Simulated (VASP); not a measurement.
# Si62N (a cell with a defect) in VASP: notebook

Si62N (a cell with a defect) is run at these levels: PBEsol; tasks: single point.

All numbers are computed with VASP 6.6.1; they aren't measurements. Logs are shortened: lines on timing, memory, paths and dates and some standing lists are left out, and cuts for length are marked.

**1. The cell of the first run**

The cell holds a defect, 63 atoms: a = 10.866 Å, b = 10.866 Å, c = 10.866 Å, α = 90.00°, β = 90.00°, γ = 90.00°.

**2. Single point, PBEsol**

Contents of INCAR:

```
PREC = Accurate
ENCUT = 520
EDIFF = 1E-6
ISMEAR = -1
SIGMA = 0.05
LREAL = Auto
LASPH = T
NELM = 120
ALGO = Normal
ISIF = 2
LWAVE = F
LCHARG = F
GGA = PS
NELECT = 252.0
ISYM = -1
NBANDS = 164
GGA_COMPAT = F
```

Contents of KPOINTS:

```
explicit points
1
Reciprocal
  0.25000000   0.25000000   0.25000000 1
```

Contents of POSCAR:

```
Si62N
1.0
   10.8655790000      0.0000000000      0.0000000000
    0.0000000000     10.8655790000      0.0000000000
    0.0000000000      0.0000000000     10.8655790000
Si N
62 1
Direct
    0.0008870000      0.0008100000      0.0006160000
    0.0018680000      0.0018460000      0.4987730000
    0.0019190000      0.4989950000      0.0016650000
    0.0012210000      0.5000240000      0.4998280000
    0.4990430000      0.0018300000      0.0016320000
    0.5000600000      0.0011740000      0.4998060000
    0.5000810000      0.5000350000      0.0009280000
    0.1251550000      0.1251450000      0.1248510000
    0.1274580000      0.1273980000      0.6250350000
    0.1274800000      0.6253260000      0.1272030000
    0.1259120000      0.6258290000      0.6255600000
    0.6253220000      0.1274110000      0.1271880000
    0.6258440000      0.1258570000      0.6255610000
    0.6258680000      0.6258190000      0.1255940000
    0.2488810000      0.2488670000      0.9957810000
    0.2508460000      0.2508060000      0.4959140000
    0.2537920000      0.7499020000      0.9991610000
    0.2600770000      0.7380900000      0.4997190000
    0.7499980000      0.2536610000      0.9992160000
    0.7380660000      0.2600430000      0.4997080000
    0.7523710000      0.7523790000      0.0044250000
    0.7528320000      0.7528650000      0.5094920000
    0.3728380000      0.3728160000      0.1220190000
    0.3886490000      0.3886430000      0.5929570000
    0.3779850000      0.8694660000      0.1295510000
    0.3803200000      0.8701930000      0.6229470000
    0.8694740000      0.3779930000      0.1295400000
    0.8702670000      0.3802090000      0.6229120000
    0.8771260000      0.8770630000      0.1287870000
    0.8785300000      0.8785150000      0.6301800000
    0.2488590000      0.9960770000      0.2486150000
    0.2537580000      0.9994330000      0.7496880000
    0.2508650000      0.4961410000      0.2505630000
    0.2600810000      0.4999810000      0.7378250000
    0.7499600000      0.9994110000      0.2534640000
    0.7523890000      0.0047100000      0.7521130000
    0.7381190000      0.5000340000      0.2598000000
    0.7531020000      0.5093980000      0.7528210000
    0.3728420000      0.1222810000      0.3725660000
    0.3780390000      0.1297650000      0.8692380000
    0.3886750000      0.5932200000      0.3883550000
    0.3804120000      0.6231820000      0.8698950000
    0.8694830000      0.1297780000      0.3777330000
    0.8771540000      0.1289910000      0.8768460000
    0.8701980000      0.6231860000      0.3801450000
    0.8785990000      0.6304190000      0.8783160000
    0.9960790000      0.2488520000      0.2486080000
    0.9995000000      0.2536860000      0.7497110000
    0.9994350000      0.7499150000      0.2535220000
    0.0047250000      0.7523560000      0.7520940000
    0.4961670000      0.2508050000      0.2505560000
    0.4999740000      0.2600290000      0.7378080000
    0.5000490000      0.7380850000      0.2597900000
    0.5097700000      0.7528780000      0.7525480000
    0.1223200000      0.3728180000      0.3725730000
    0.1298190000      0.3780130000      0.8692200000
    0.1298070000      0.8694610000      0.3777290000
    0.1290740000      0.8770730000      0.8768400000
    0.5932530000      0.3886420000      0.3883230000
    0.6231920000      0.3802300000      0.8700050000
    0.6232250000      0.8702110000      0.3800810000
    0.6304410000      0.8785250000      0.8782550000
    0.4702150000      0.4701670000      0.4698850000
```

Potentials or basis: VASP PAW PBE potentials, release 64 (Si, N).

On the command line:

```
$ cat potpaw_PBE.64/Si/POTCAR potpaw_PBE.64/N/POTCAR > POTCAR
$ mpirun -np 1 vasp_std > vasp.out
```

OUTCAR:

```text
PREC = Accurate
   ENCUT = 520
   EDIFF = 1E-6
   ISMEAR = -1
   LREAL = Auto
   LASPH = T
   NELM = 120
   ISIF = 2
   GGA = PS
   NELECT = 252.0
   ISYM = -1

 ion  position               nearest neighbor table
   1  0.001  0.001  0.001-   8 2.34  29 2.36  44 2.36  58 2.36
   2  0.002  0.002  0.499-   9 2.37  30 2.37  43 2.39  57 2.39
   3  0.002  0.499  0.002-  10 2.37  46 2.37  27 2.39  56 2.39
   4  0.001  0.500  0.500-  28 2.35  45 2.35  55 2.36  11 2.36
   5  0.499  0.002  0.002-  12 2.37  62 2.37  40 2.39  25 2.39
   6  0.500  0.001  0.500-  61 2.35  26 2.35  39 2.36  13 2.36
[... 13 lines left out ...]
  20  0.738  0.260  0.500-  13 2.34  28 2.36  43 2.41  59 2.43
  21  0.752  0.752  0.004-  29 2.34  62 2.35  14 2.35  46 2.35
  22  0.753  0.753  0.509-  30 2.33  61 2.36  45 2.36
  23  0.373  0.373  0.122-  33 2.35  51 2.35  15 2.35   7 2.36
  24  0.389  0.389  0.593-  63 1.83  16 2.37  34 2.43  52 2.43  41 3.14  59 3.14
  25  0.378  0.869  0.130-  17 2.35  31 2.35   5 2.39  53 2.41
  26  0.380  0.870  0.623-   6 2.35  18 2.36  54 2.36  32 2.40
  27  0.869  0.378  0.130-  19 2.35  47 2.35   3 2.39  37 2.41
  28  0.870  0.380  0.623-   4 2.35  20 2.36  38 2.36  48 2.40
  29  0.877  0.877  0.129-  21 2.34  35 2.35  49 2.35   1 2.36
  30  0.879  0.879  0.630-  22 2.33  50 2.35  36 2.35   2 2.37
  31  0.249  0.996  0.249-  39 2.35  57 2.35  25 2.35   8 2.36
  32  0.254  0.999  0.750-  58 2.35  40 2.35   9 2.38  26 2.40
  33  0.251  0.496  0.251-  23 2.35  55 2.35  10 2.36  41 2.37
  34  0.260  0.500  0.738-  11 2.34  42 2.36  56 2.41  24 2.43
  35  0.750  0.999  0.253-  29 2.35  43 2.35  12 2.38  61 2.40
  36  0.752  0.005  0.752-  44 2.34  30 2.35  13 2.35  62 2.35
  37  0.738  0.500  0.260-  14 2.34  45 2.36  27 2.41  59 2.43
  38  0.753  0.509  0.753-  46 2.33  60 2.36  28 2.36
  39  0.373  0.122  0.373-  51 2.35  16 2.35  31 2.35   6 2.36
  40  0.378  0.130  0.869-  32 2.35  15 2.35   5 2.39  52 2.41
  41  0.389  0.593  0.388-  63 1.83  33 2.37  53 2.43  18 2.43  59 3.14  24 3.14
  42  0.380  0.623  0.870-   7 2.35  34 2.36  54 2.36  17 2.40
  43  0.869  0.130  0.378-  35 2.35  47 2.35   2 2.39  20 2.41
  44  0.877  0.129  0.877-  36 2.34  48 2.35  19 2.35   1 2.36
  45  0.870  0.623  0.380-   4 2.35  37 2.36  22 2.36  49 2.40
  46  0.879  0.630  0.878-  38 2.33  50 2.35  21 2.35   3 2.37
  47  0.996  0.249  0.249-  55 2.35  43 2.35  27 2.35   8 2.36
  48  0.999  0.254  0.750-  44 2.35  56 2.35   9 2.38  28 2.40
  49  0.999  0.750  0.254-  29 2.35  57 2.35  10 2.38  45 2.40
  50  0.005  0.752  0.752-  58 2.35  30 2.35  11 2.35  46 2.35
  51  0.496  0.251  0.251-  39 2.35  23 2.35  12 2.36  59 2.37
  52  0.500  0.260  0.738-  13 2.34  60 2.36  40 2.41  24 2.43
  53  0.500  0.738  0.260-  14 2.34  61 2.36  25 2.41  41 2.43
  54  0.510  0.753  0.753-  62 2.33  26 2.36  42 2.36
  55  0.122  0.373  0.373-  33 2.35  16 2.35  47 2.35   4 2.36
  56  0.130  0.378  0.869-  48 2.35  15 2.35   3 2.39  34 2.41
  57  0.130  0.869  0.378-  49 2.35  31 2.35   2 2.39  18 2.41
  58  0.129  0.877  0.877-  50 2.35  32 2.35  17 2.35   1 2.36
  59  0.593  0.389  0.388-  63 1.83  51 2.37  37 2.43  20 2.43  41 3.14  24 3.14
  60  0.623  0.380  0.870-   7 2.35  52 2.36  38 2.36  19 2.40
  61  0.623  0.870  0.380-   6 2.35  53 2.36  22 2.36  35 2.40
  62  0.630  0.879  0.878-  54 2.33  21 2.35  36 2.35   5 2.37
  63  0.470  0.470  0.470-  59 1.83  41 1.83  24 1.83

IMPORTANT INFORMATION: All symmetrisations will be switched off!
NOSYMM: (Re-)initialisation of all symmetry stuff for point group C_1.

----------------------------------------------------------------------------------------

                                     Primitive cell

  volume of cell :    1282.7990

  direct lattice vectors                    reciprocal lattice vectors
    10.865579000  0.000000000  0.000000000     0.092033752  0.000000000  0.000000000
     0.000000000 10.865579000  0.000000000     0.000000000  0.092033752  0.000000000
     0.000000000  0.000000000 10.865579000     0.000000000  0.000000000  0.092033752

  length of vectors
    10.865579000 10.865579000 10.865579000     0.092033752  0.092033752  0.092033752

  position of ions in fractional coordinates (direct lattice)
     0.000887000  0.000810000  0.000616000
     0.001868000  0.001846000  0.498773000
     0.001919000  0.498995000  0.001665000
     0.001221000  0.500024000  0.499828000
     0.499043000  0.001830000  0.001632000
     0.500060000  0.001174000  0.499806000
[... 55 lines left out ...]
     0.630441000  0.878525000  0.878255000
     0.470215000  0.470167000  0.469885000

  ion indices of the primitive-cell ions
   primitive index   ion index
                 1           1
                 2           2
                 3           3
                 4           4
                 5           5
                 6           6
[... 55 lines left out ...]
                62          62
                63          63

----------------------------------------------------------------------------------------

 KPOINTS: explicit points

Read explicit list of k-points.

 Found      1 k-points:

 Following reciprocal coordinates:
            Coordinates               Weight
  0.250000  0.250000  0.250000      1.000000
   k-points           NKPTS =      1   k-points in BZ     NKDIM =      1   number of bands    NBANDS=    164
   number of dos      NEDOS =    301   number of ions     NIONS =     63
   total plane-waves  NPLWV = 592704
   dimension x,y,z NGX =    84 NGY =   84 NGZ =   84
   dimension x,y,z NGXF=   168 NGYF=  168 NGZF=  168
   ions per type =              62   1
   NGX,Y,Z   is equivalent  to a cutoff of  12.85, 12.85, 12.85 a.u.
   NGXF,Y,Z  is equivalent  to a cutoff of  25.70, 25.70, 25.70 a.u.
 SYSTEM =  unknown system
   PREC   = accura    normal or accurate (medium, high low for compatibility)
   ISTART =      0    job   : 0-new  1-cont  2-samecut
   ICHARG =      2    charge: 1-file 2-atom 10-const
   ISPIN  =      1    spin polarized calculation?
   LNONCOLLINEAR =      F non collinear calculations
   LSORBIT =      F    spin-orbit coupling
   LASPH  =      T    aspherical Exc in radial PAW
   ENCUT  =  520.0 eV  38.22 Ry    6.18 a.u.  20.20 20.20 20.20*2*pi/ulx,y,z
   NELM   =    120;   NELMIN=  2; NELMDL= -5     # of ELM steps
   EDIFF  = 0.1E-05   stopping-criterion for ELM
   LREAL  =      T    real-space projection
   EDIFFG = 0.1E-04   stopping-criterion for IOM
   NSW    =      0    number of steps for IOM
   IBRION =     -1    ionic relax: 0-MD 1-quasi-New 2-CG
   NFREE  =      0    steps in history (QN), initial steepest desc. (CG)
   ISIF   =      2    stress and relaxation
   ISYM   =     -1    0-nonsym 1-usesym 2-fastsym
   POTIM  = 0.5000    time-step for ionic-motion
   TEBEG  =    0.0;   TEEND  =   0.0 temperature during run
   PSTRESS=    0.0 pullay stress
   NELECT =     252.0000    total number of electrons
   NUPDOWN=      -1.0000    fix difference up-down
   EMIN   =  10.00;   EMAX   =-10.00  energy-range for DOS
   EFERMI =   0.00;   METHOD = LEGACY
   ISMEAR =    -1;   SIGMA  =   0.05  broadening in eV -4-tet -1-fermi 0-gaus
   EFERMI_NEDOS =   21; number of points for ismear=-14 and -15
   IALGO  =     38    algorithm
   IMIX   =      4    mixing-type and parameters
     AMIX     =   0.40;   BMIX     =  1.00
     AMIX_MAG =   1.60;   BMIX_MAG =  1.00
  volume/ion in A,a.u.               =      20.36       137.41
  Fermi-wavevector in a.u.,A,eV,Ry     =   0.951675  1.798406 12.322605  0.905686
  Thomas-Fermi vector in A             =   2.080167
   LORBIT       =      0    0 simple, 1 ext, 2 COOP (PROOUT), +10 PAW based schemes
   GGA     = PS    functional components
   LHFCALC =     F    Hartree Fock is set to
   AEXX    =    0.0000 exact exchange contribution
   IVDW    =     0    specifies the selected vdW correction
   LEPSILON=     F    determine dielectric tensor
   LRPA    =     F    only Hartree local field effects (RPA)
 non-spin polarized calculation
  energy-cutoff  :      520.00
  volume of cell :     1282.80
 maximum number of plane-waves:     34484
 NGX is ok and might be reduce to    80
   NGX = 41   NGY = 41   NGZ = 41

 number of electron     251.9999997 magnetization

 Free energy of the ion-electron system (eV)
  ---------------------------------------------------
  ext. energy  EPLUGINS =         0.00000000
  ---------------------------------------------------
  free energy    TOTEN  =      -368.14805793 eV

  energy without entropy =     -368.14782889  energy(sigma->0) =     -368.14794341

 E-fermi :   5.5438     XC(G=0):  -9.4464

 val. band max:        5.0502018371   @ k =   0.2500   0.2500   0.2500
 cond. band min:       6.0370351561   @ k =   0.2500   0.2500   0.2500
 fundamental gap:      0.9868333190
 Fermi energy:         5.5437668838

 k-point     1 :       0.2500    0.2500    0.2500
  band No.  band energies     occupation
      1     -10.5685      2.00000
      2      -6.0959      2.00000
      3      -5.6278      2.00000
      4      -5.6276      2.00000
      5      -5.4938      2.00000
      6      -5.1210      2.00000
[... 130 lines left out ...]
    137       7.3147      0.00000
    138       7.3150      0.00000
 [bands above 138 left out]

------------------------ aborting loop because EDIFF is reached ----------------------------------------

  FORCE on cell =-STRESS in cart. coord.  units (eV):
  Direction    XX          YY          ZZ          XY          YZ          ZX
  --------------------------------------------------------------------------------------
  -------------------------------------------------------------------------------------
  Total      -23.8653756    -23.8408202    -23.8556446      0.2013785      0.2021938      0.2260180
  in kB      -29.8071350    -29.7764660    -29.7949813      0.2515157      0.2525339      0.2822897
  external PRESSURE =     -29.7928608 kB  Pullay stress =       0.0000000 kB

 VOLUME and BASIS-vectors are now :
 -----------------------------------------------------------------------------
  energy-cutoff  :      520.00
  volume of cell :     1282.80
      direct lattice vectors                 reciprocal lattice vectors
    10.865579000  0.000000000  0.000000000     0.092033752  0.000000000  0.000000000
     0.000000000 10.865579000  0.000000000     0.000000000  0.092033752  0.000000000
     0.000000000  0.000000000 10.865579000     0.000000000  0.000000000  0.092033752

 POSITION                                       TOTAL-FORCE (eV/Angst)
 -----------------------------------------------------------------------------------
      0.00964      0.00880      0.00669        -0.006317     -0.006963     -0.008562
      0.02030      0.02006      5.41946        -0.001562     -0.001909     -0.003067
      0.02085      5.42187      0.01809        -0.002572      0.000512     -0.002248
      0.01327      5.43305      5.43092        -0.000089      0.000405     -0.001598
      5.42239      0.01988      0.01773        -0.001750     -0.001993     -0.002399
      5.43344      0.01276      5.43068        -0.001696      0.000448     -0.001794
[... 55 lines left out ...]
      6.85011      9.54568      9.54275        -0.000032     -0.003995     -0.006797
      5.10916      5.10864      5.10557         0.014137      0.015430      0.020159
 -----------------------------------------------------------------------------------
    total drift:                                0.022849      0.018275      0.013808

  FREE ENERGIE OF THE ION-ELECTRON SYSTEM (eV)
  ---------------------------------------------------
  free  energy   TOTEN  =      -368.1480579272 eV

  energy  without entropy=     -368.1478288876  energy(sigma->0) =     -368.14794341
```

It took 6.6 min on 1 thread of Intel Xeon 6975P-C (Granite Rapids), shared host; peak memory 1.1 GiB.

Results:

```
Free energy   : -368.1481 eV
Largest force : 0.029 eV/Å
```

Forces in eV/Å, atoms in the order of the input:
```
Si  -0.006 -0.007 -0.009
Si  -0.002 -0.002 -0.003
Si  -0.003  0.001 -0.002
Si   0.000  0.000 -0.002
Si  -0.002 -0.002 -0.002
Si  -0.002  0.000 -0.002
Si   0.001  0.000  0.004
Si   0.002  0.003  0.008
Si   0.003  0.003  0.006
Si   0.003  0.002  0.005
Si  -0.006  0.000  0.003
Si   0.005  0.002  0.004
Si  -0.001 -0.004  0.002
Si  -0.001  0.002 -0.004
Si   0.002  0.000 -0.004
Si   0.003  0.003 -0.005
Si   0.004 -0.011 -0.006
Si   0.009 -0.003  0.002
Si  -0.013  0.006 -0.006
Si   0.001  0.006  0.002
Si   0.000 -0.004  0.002
Si  -0.001  0.000 -0.006
Si   0.005  0.003  0.007
Si  -0.008 -0.010 -0.008
Si   0.005 -0.004  0.002
Si   0.001  0.003  0.006
Si  -0.001  0.002  0.004
Si   0.002  0.000  0.006
Si   0.000  0.000  0.000
Si  -0.005 -0.005 -0.001
Si   0.001 -0.004 -0.001
Si   0.004 -0.004 -0.011
Si   0.002 -0.001  0.003
Si   0.009  0.005  0.000
Si  -0.011 -0.003  0.005
Si  -0.003  0.001 -0.003
Si   0.000 -0.001  0.008
Si  -0.002 -0.003 -0.001
Si   0.005  0.007  0.004
Si   0.001  0.002 -0.003
Si  -0.009 -0.004 -0.008
Si  -0.002  0.007  0.002
Si  -0.002  0.001  0.001
Si   0.000  0.000  0.002
Si   0.002  0.006 -0.001
Si  -0.005  0.000 -0.006
Si  -0.003  0.002  0.001
Si  -0.003  0.005 -0.013
Si  -0.004 -0.012  0.002
Si   0.002 -0.003 -0.001
Si  -0.001  0.004  0.002
Si   0.006  0.008  0.001
Si   0.000 -0.001  0.008
Si  -0.008 -0.002 -0.001
Si   0.006  0.004  0.002
Si   0.001  0.002 -0.003
Si   0.000  0.000  0.003
Si  -0.001  0.000  0.001
Si  -0.006 -0.010 -0.006
Si   0.006 -0.004  0.000
Si   0.006  0.000 -0.001
Si   0.000 -0.004 -0.007
N    0.014  0.015  0.020
```

Levels at points of the mesh, in eV from the Fermi level:
```tsv
k point	band 122	band 123	band 124	band 125	band 126	band 127	band 128	band 129	band 130	band 131
(0.25, 0.25, 0.25)	-0.97	-0.97	-0.66	-0.49	-0.49	0.49	0.49	0.68	0.82	0.82
```

Caveat: the cell carries a net charge on a neutralising background, which shifts energy and pressure; the cell is charged against a uniform background, so pressure and absolute levels hang on convention; the PAW data sets were made with another functional, which shifts forces and pressure a little.

(Part 1 of 2 ends here.)
